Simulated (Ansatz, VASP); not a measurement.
# AlN in VASP and in Ansatz

INCAR

```
SYSTEM = AlN
  PREC = Accurate
  ENCUT = 520
  EDIFF = 1E-6
  ISMEAR = 0
  SIGMA = 0.05
  LREAL = .False.
  LASPH = .True.
  NELM = 100
  ALGO = Normal
  ISIF = 2
  LWAVE = .False.
  LCHARG = .False.
  GGA = CA
  NBANDS = 26
```

File KPOINTS:

```
regular mesh
0
Gamma
  8 6 4
  0 0 0
```

File POSCAR:

```
AlN
1.0
   -1.6378403119      2.8368226349      0.0000000000
    0.0000000000      0.0000000000      4.1006264518
    4.9135209358      2.8368226349      0.0000000000
Al N
4 4
Direct
    0.4584326234      0.7500000000      0.0771014179
    1.0000000000      0.7500000000      0.6666666667
    0.0000000000      0.2500000000      0.3333333333
    0.5000000000      0.2500000000      0.8333333333
    0.5000000000      0.2500000000      0.1666666667
    1.0000000000      0.2500000000      0.6666666667
    0.0000000000      0.7500000000      0.3333333333
    0.5000000000      0.7500000000      0.8333333333
```

Input for Ansatz:

```yaml
crystal:
  lattice:
    - [-1.6378403119, 2.8368226349, 0.0]
    - [0.0, 0.0, 4.1006264518]
    - [4.9135209358, 2.8368226349, 0.0]
  atoms:
    - { symbol: Al, position: [0.4584326234, 0.75, 0.0771014179] }
    - { symbol: Al, position: [1.0, 0.75, 0.6666666667] }
    - { symbol: Al, position: [0.0, 0.25, 0.3333333333] }
    - { symbol: Al, position: [0.5, 0.25, 0.8333333333] }
    - { symbol: "N", position: [0.5, 0.25, 0.1666666667] }
    - { symbol: "N", position: [1.0, 0.25, 0.6666666667] }
    - { symbol: "N", position: [0.0, 0.75, 0.3333333333] }
    - { symbol: "N", position: [0.5, 0.75, 0.8333333333] }
basis:
  ecutwfc: 420
kpoints:
  mp_grid: { grid: [8, 6, 4] }
hamiltonian:
  xc: lda
  pseudopotentials: { kind: paw, azcp: { folder: soft_1 } }
scf:
  occupations: { method: gaussian, width: 0.05 }
output:
  forces: true
  stress: true
  eigenvalues: true
```

Alike in both runs: task single point; functional LDA; k mesh 8 × 6 × 4; occupations gaussian, width 0.05 eV; no spin polarisation.

|  | VASP | Ansatz |
| --- | --- | --- |
| version | VASP 6.6.1 | Ansatz 0.2.0 |
| potentials or method | VASP PAW LDA potentials, release 64 (Al, N), cutoff 520 eV | scalar-relativistic, plane waves, PAW |
| valence electrons in the cell | 32 | 32 |

```tsv
	VASP	Ansatz	Ansatz less VASP
gap on the k mesh at the Fermi level (eV)	2.08	2.07	-0.010
least direct gap on the mesh (eV)	2.15	2.14	-0.011
pressure (GPa)	20.9	20.2	-0.77
traceless stress, the component that is largest in VASP (GPa)	31.00	30.64	-0.358
rms of the force components (eV/Å)	7.776	7.732	-0.0443
```

Ansatz warns that its potentials were made for another functional, while VASP's fit it. LDA's correlation is that of Perdew and Zunger in VASP and of Perdew and Wang (1992) in Ansatz. Atom by atom the forces differ by 0.047 eV/Å (rms over components).
